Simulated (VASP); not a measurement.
Cl, 1 atom in the cell. Symmetry: Pm-3m, No. 221, cubic system. The conventional cell has a = 3.834 Å, b = 3.834 Å, c = 3.834 Å, α = 90.00°, β = 90.00°, γ = 90.00°. Cl (site symmetry m-3m) has 6 Cl at 3.83 Å within 5.0 Å. 

- Program: VASP 6.6.1
- Task: single point
- Functional: LDA
- Potentials or basis: VASP PAW LDA potentials, release 64 (Cl)
- Cutoff: 500 eV
- k mesh: 5 × 5 × 5
- Occupations: fermi-dirac, width 0.01 eV
- Spin: no spin polarisation
- Dipole correction: no
- Further INCAR settings: ALGO = Normal; EDIFF = 1e-06; NBANDS = 10

Potentials or basis: VASP PAW LDA potentials, release 64 (Cl).

The run is started by

```sh
$ cat potpaw_LDA.64/Cl/POTCAR > POTCAR
$ mpirun -np 1 vasp_std > vasp.out
```

Hardware: 1 thread of AMD EPYC 7R43 64-Core Processor (Zen 3) (shared host).

Question: Estimate the wall time of this run.

Answer: Wall time 3.4 s on 1 thread of AMD EPYC 7R43 64-Core Processor (Zen 3), with other jobs on the host, peak memory 0.1 GiB. Counts: scf iterations 11, k points 10.
